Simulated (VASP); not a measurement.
# Y (Fm-3m) in VASP: a series of runs

Y is run at these levels: r2SCAN+rVV10, PBE, r2SCANh+D4; tasks: single point.

All numbers are computed with VASP 6.6.1; they aren't measurements. Logs are shortened: lines on timing, memory, paths and dates and some standing lists are left out, and cuts for length are marked.

## (1) The cell of the first run

The structure is cubic, space group Fm-3m (No. 225). The conventional cell has a = 5.104 Å, b = 5.104 Å, c = 5.104 Å, α = 90.00°, β = 90.00°, γ = 90.00°. Within 4.7 Å of Y (site symmetry m-3m) lie 12 Y at 3.61 Å.

This isn't the form of Y at room conditions, which is hcp.

## (2) Single point, r2SCAN+rVV10, non-collinear spin, zero start, spin-orbit coupling

File POSCAR:

```
Y
1.0
    0.0000000000      2.5519910600      2.5519910600
    2.5519910600      0.0000000000      2.5519910600
    2.5519910600      2.5519910600      0.0000000000
Y
1
Direct
    0.0000000000      0.0000000000      0.0000000000
```

File INCAR.step1:

```
  PREC = Accurate
  ENCUT = 550
  ISMEAR = 1
  SIGMA = 0.05
  LREAL = False
  LASPH = True
  NELM = 200
  MAGMOM = 0 0 0
  LSORBIT = True
  GGA_COMPAT = False
  LMAXMIX = 4
  NBANDS = 22
  GGA = PE
  ALGO = Normal
  EDIFF = 1E-5
  LWAVE = True
  LCHARG = False
```

File INCAR.step2:

```
  PREC = Accurate
  ENCUT = 550
  EDIFF = 1E-6
  ISMEAR = 1
  SIGMA = 0.05
  LREAL = False
  LASPH = True
  NELM = 200
  ALGO = Normal
  ISIF = 2
  LWAVE = False
  LCHARG = False
  MAGMOM = 0 0 0
  LORBIT = 11
  LSORBIT = True
  GGA_COMPAT = False
  LORBMOM = True
  LMAXMIX = 4
  METAGGA = R2SCAN
  LMIXTAU = True
  LUSE_VDW = True
  IVDW_NL = 2
  BPARAM = 11.95
  CPARAM = 0.0093
  NBANDS = 22
  ISTART = 1
```

File KPOINTS:

```
regular mesh
0
Gamma
  9 9 9
```

Potentials or basis: VASP PAW PBE potentials, release 64 (Y_sv).

Run with:

```
$ cat potpaw_PBE.64/Y_sv/POTCAR > POTCAR
$ cp INCAR.step1 INCAR
$ mpirun -np 1 vasp_ncl > vasp.out
$ cp INCAR.step2 INCAR
$ mpirun -np 1 vasp_ncl > vasp.out
```

OUTCAR:

```text
PREC = Accurate
   ENCUT = 550
   EDIFF = 1E-6
   ISMEAR = 1
   LREAL = False
   LASPH = True
   NELM = 200
   ISIF = 2
   LORBIT = 11
   LSORBIT = True
   METAGGA = R2SCAN
   IVDW_NL = 2
   BPARAM = 11.95
   ISTART = 1

 ion  position               nearest neighbor table
   1  0.000  0.000  0.000-

  LATTYP: Found a face centered cubic cell.
 ALAT       =     5.1039821200

  Lattice vectors:

 A1 = (   0.0000000000,   2.5519910600,   2.5519910600)
 A2 = (   2.5519910600,   0.0000000000,   2.5519910600)
 A3 = (   2.5519910600,   2.5519910600,   0.0000000000)

Analysis of symmetry for initial positions (statically):
=====================================================================
 Subroutine PRICEL returns:
 Original cell was already a primitive cell.

 Routine SETGRP: Setting up the symmetry group for a
 face centered cubic supercell.

 Subroutine GETGRP returns: Found 48 space group operations
 (whereof 48 operations were pure point group operations)
 out of a pool of 48 trial point group operations.

The static configuration has the point symmetry O_h .

Analysis of symmetry for dynamics (positions and initial velocities):
=====================================================================
 Subroutine PRICEL returns:
 Original cell was already a primitive cell.

 Routine SETGRP: Setting up the symmetry group for a
 face centered cubic supercell.

 Subroutine GETGRP returns: Found 48 space group operations
 (whereof 48 operations were pure point group operations)
 out of a pool of 48 trial point group operations.

The dynamic configuration has the point symmetry O_h .

Analysis of structural, dynamic, and magnetic symmetry:
=====================================================================
 Subroutine PRICEL returns:
 Original cell was already a primitive cell.

 Routine SETGRP: Setting up the symmetry group for a
 face centered cubic supercell.

 Subroutine GETGRP returns: Found 48 space group operations
 (whereof 48 operations were pure point group operations)
 out of a pool of 48 trial point group operations.

The overall configuration has the point symmetry O_h .

 Subroutine INISYM returns: Found 48 space group operations
 (whereof 48 operations are pure point group operations),
 and found     1 'primitive' translations
[... 156 lines left out ...]
      2     -41.1911      1.00000
      3     -21.2113      1.00000
      4     -21.2113      1.00000
      5     -19.7631      1.00000
      6     -19.7631      1.00000
[... 589 lines left out ...]
     21      11.4630      0.00000
     22      11.4630      0.00000

 [... further k-points ...]

------------------------ aborting loop because EDIFF is reached ----------------------------------------

  FORCE on cell =-STRESS in cart. coord.  units (eV):
  Direction    XX          YY          ZZ          XY          YZ          ZX
  --------------------------------------------------------------------------------------
  -------------------------------------------------------------------------------------
  Total       -0.0830255     -0.0830255     -0.0830255     -0.0000000     -0.0000000      0.0000000
  in kB       -4.0017909     -4.0017909     -4.0017909     -0.0000000     -0.0000000      0.0000000
  external PRESSURE =      -4.0017909 kB  Pullay stress =       0.0000000 kB

 VOLUME and BASIS-vectors are now :
 -----------------------------------------------------------------------------
  energy-cutoff  :      550.00
  volume of cell :       33.24
      direct lattice vectors                 reciprocal lattice vectors
     0.000000000  2.551991060  2.551991060    -0.195925451  0.195925451  0.195925451
     2.551991060  0.000000000  2.551991060     0.195925451 -0.195925451  0.195925451
     2.551991060  2.551991060  0.000000000     0.195925451  0.195925451 -0.195925451

 POSITION                                       TOTAL-FORCE (eV/Angst)
 -----------------------------------------------------------------------------------
      0.00000      0.00000      0.00000        -0.000000     -0.000000     -0.000000
 -----------------------------------------------------------------------------------
    total drift:                               -0.000000     -0.000000     -0.000000

  FREE ENERGIE OF THE ION-ELECTRON SYSTEM (eV)
  ---------------------------------------------------
  free  energy   TOTEN  =       -20.0435747337 eV

  energy  without entropy=      -20.0431538705  energy(sigma->0) =      -20.04343445

 orbital moment (x)

 # of ion     p       d       f       tot
 ------------------------------------------------
  1        -0.000   0.000  -0.000   0.000
 ------------------------------------------------
           -0.000   0.000  -0.000   0.000

 orbital moment (y)

 # of ion     p       d       f       tot
 ------------------------------------------------
  1        -0.000   0.000   0.000  -0.000
 ------------------------------------------------
           -0.000   0.000   0.000  -0.000

 orbital moment (z)

 # of ion     p       d       f       tot
 ------------------------------------------------
  1         0.000   0.000   0.000   0.000
 ------------------------------------------------
            0.000   0.000   0.000   0.000

 Spin-Orbit-Coupling matrix elements

 Ion:    1  E_soc:     -0.0959699
 l=   1
     0.0000000    -0.0158689    -0.0158689
    -0.0158689     0.0000000    -0.0158689
    -0.0158689    -0.0158689     0.0000000
 l=   2
     0.0000000    -0.0000030     0.0000000    -0.0000030    -0.0001231
    -0.0000030     0.0000000    -0.0000923    -0.0000030    -0.0000308
     0.0000000    -0.0000923     0.0000000    -0.0000923     0.0000000
    -0.0000030    -0.0000030    -0.0000923     0.0000000    -0.0000308
    -0.0001231    -0.0000308     0.0000000    -0.0000308     0.0000000
 l=   3
     0.0000000     0.0000000     0.0000000     0.0000000     0.0000000     0.0000000     0.0000000
     0.0000000     0.0000000     0.0000000     0.0000000     0.0000000     0.0000000     0.0000000
     0.0000000     0.0000000     0.0000000     0.0000000     0.0000000     0.0000000     0.0000000
     0.0000000     0.0000000     0.0000000     0.0000000     0.0000000     0.0000000     0.0000000
     0.0000000     0.0000000     0.0000000     0.0000000     0.0000000     0.0000000     0.0000000
     0.0000000     0.0000000     0.0000000     0.0000000     0.0000000     0.0000000     0.0000000
     0.0000000     0.0000000     0.0000000     0.0000000     0.0000000     0.0000000     0.0000000

 total charge

# of ion       s       p       d       f       tot
--------------------------------------------------
    1        2.267   6.251   0.881   0.006   9.405

 magnetization (x)

# of ion       s       p       d       f       tot
--------------------------------------------------
    1        0.000  -0.000  -0.000   0.000  -0.000

 magnetization (y)

# of ion       s       p       d       f       tot
--------------------------------------------------
    1       -0.000   0.000   0.000  -0.000  -0.000

 magnetization (z)

# of ion       s       p       d       f       tot
--------------------------------------------------
    1       -0.000   0.000   0.000   0.000  -0.000
```

Wall time 6.8 min (1 thread of Intel Xeon Platinum 8259CL at 2.50GHz (Skylake/Cascade Lake), shared host); peak memory 0.43 GiB.

What came out:

| Quantity | Value |
| --- | --- |
| Free energy | -20.0436 eV |
| Pressure | -0.4 GPa |
| Net moment | 0.00 μB per cell |
| Valence electrons inside the program's atomic spheres | Y 9.40 |

Moments on the atoms (μB; x, y, z):
```
Y   0.00 0.00 0.00
```

Caveat: the PAW data sets were made with another functional, which shifts forces and pressure a little.

## (3) Single point, PBE, non-collinear spin, zero start, spin-orbit coupling

File INCAR:

```
SYSTEM = Y
PREC = Accurate ; ENCUT = 520
EDIFF = 1E-7 ; ISMEAR = 1
SIGMA = 0.15 ; LREAL = .False.
LASPH = .True. ; NELM = 150
ALGO = Fast ; ISIF = 2
LWAVE = .False. ; LCHARG = .True.
LNONCOLLINEAR = .True. ; MAGMOM = 0 0 0
LORBIT = 11 ; LSORBIT = .True.
GGA_COMPAT = .False. ; LORBMOM = .True.
LMAXMIX = 4 ; GGA = PE
LVHAR = .True. ; NBANDS = 22
```

File KPOINTS:

```
Automatic mesh
0
Gamma
  9 9 9
  0 0 0
```

POSCAR is that of step 2.

Potentials or basis: VASP PAW PBE potentials, release 64 (Y_sv).

Run with:

```
$ cat potpaw_PBE.64/Y_sv/POTCAR > POTCAR
$ mpirun -np 1 vasp_ncl > vasp.out
```

Wall time 2.1 min (1 thread of Intel Xeon 8259CL, shared host); peak memory 0.28 GiB.

The run converged. Its results:

```yaml
Free_energy: -6.4541 eV
Pressure: -1.0 GPa
Net_moment: 0.00 μB per cell
Valence_electrons_inside_the_program's_atomic_spheres: Y 9.42
```

Moments on the atoms (μB; x, y, z):
```
Y   0.00 0.00 0.00
```

## (4) Single point, r2SCANh+D4 (29.25 Å³/atom)

This run uses another cell than the first one, of 29.25 Å³/atom.

File POSCAR:

```
Y
1.0
    0.0000000000      2.4455321300      2.4455321300
    2.4455321300      0.0000000000      2.4455321300
    2.4455321300      2.4455321300      0.0000000000
Y
1
Direct
    0.0000000000      0.0000000000      0.0000000000
```

File INCAR.step1:

```
SYSTEM = Y
PREC = Accurate ; ENCUT = 440
EDIFF = 1E-5 ; ISMEAR = 0
SIGMA = 0.05 ; LREAL = .False.
LASPH = .True. ; NELM = 120
ALGO = Normal ; ISIF = 2
LWAVE = .True. ; LCHARG = .False.
NBANDS = 12 ; GGA = PE
GGA_COMPAT = .False.
```

File INCAR.step2:

```
SYSTEM = Y
PREC = Accurate ; ENCUT = 440
EDIFF = 1E-6 ; ISMEAR = 0
SIGMA = 0.05 ; LREAL = .False.
LASPH = .True. ; NELM = 120
ALGO = Normal ; ISIF = 2
LWAVE = .False. ; LCHARG = .False.
METAGGA = R2SCAN ; LHFCALC = .True.
AEXX = 0.1 ; LMIXTAU = .True.
PRECFOCK = Normal ; IVDW = 13
VDW_S6 = 1.0 ; VDW_S8 = 0.8324
VDW_A1 = 0.4944 ; VDW_A2 = 5.9019
NBANDS = 12 ; ISTART = 1
GGA_COMPAT = .False.
```

File KPOINTS:

```
regular mesh
0
Gamma
  6 6 6
  0 0 0
```

Run with:

```
$ cat potpaw_PBE.64/Y_sv/POTCAR > POTCAR
$ cp INCAR.step1 INCAR
$ mpirun -np 1 vasp_std > vasp.out
$ cp INCAR.step2 INCAR
$ mpirun -np 1 vasp_std > vasp.out
```

Wall time 6.9 min (1 thread of Intel Xeon Platinum 8559C (Emerald Rapids), shared host); peak memory 0.17 GiB.

Results (log left out):

```yaml
Free_energy: -19.5515 eV
Pressure: 5.2 GPa
Band_gap_on_the_k_mesh: zero (an odd number of electrons rules out a gap without spin polarisation)
Dispersion_energy_per_atom: -0.101 eV
```

Levels at points of the mesh, in eV from the Fermi level:
```csv
k point,band 1,band 2,band 3,band 4,band 5,band 6,band 7,band 8,band 9,band 10
"(0.00, 0.00, 0.00)",-45.29,-23.75,-23.75,-23.75,-5.74,2.43,2.43,2.43,4.95,4.95
"(0.50, 0.00, 0.00)",-45.18,-24.63,-23.86,-23.86,-2.49,0.82,2.20,2.20,6.64,6.64
"(0.50, 0.50, 0.00)",-45.14,-24.57,-24.05,-24.05,-2.44,-1.37,2.70,6.70,7.13,7.13
```

Caveat: the k points lie up to 0.37 Å⁻¹ apart, too coarse for converged energies and pressures of a metal; the PAW data sets were made with another functional, which shifts forces and pressure a little.

## (5) Summary

```csv
level,spin,cell,k mesh,cutoff (eV),smearing,grid for exact exchange (PRECFOCK),share of exact exchange,pressure (GPa),moment (μB)
r2SCAN+rVV10,"non-collinear, zero start, SOC","a = 3.609 Å, angles 60.0°, 1 atom",9 × 9 × 9,550,methfessel-paxton 0.05 eV,-,-,-0.4,0.00
PBE,"non-collinear, zero start, SOC","a = 3.609 Å, angles 60.0°, 1 atom",9 × 9 × 9,520,methfessel-paxton 0.15 eV,-,-,-1.0,0.00
r2SCANh+D4,off,"a = 3.459 Å, angles 60.0°, 1 atom",6 × 6 × 6,440,gaussian 0.05 eV,Normal,0.1,5.2,-
```

Alike in all rows: task single point; potentials or basis VASP PAW PBE potentials, release 64 (Y_sv).

Caveats: some runs use coarse meshes; the PAW data sets were made with another functional, which shifts forces and pressure a little (at least some runs).

Total energies depend on the potentials used, so only differences within one code and one set of settings carry meaning.
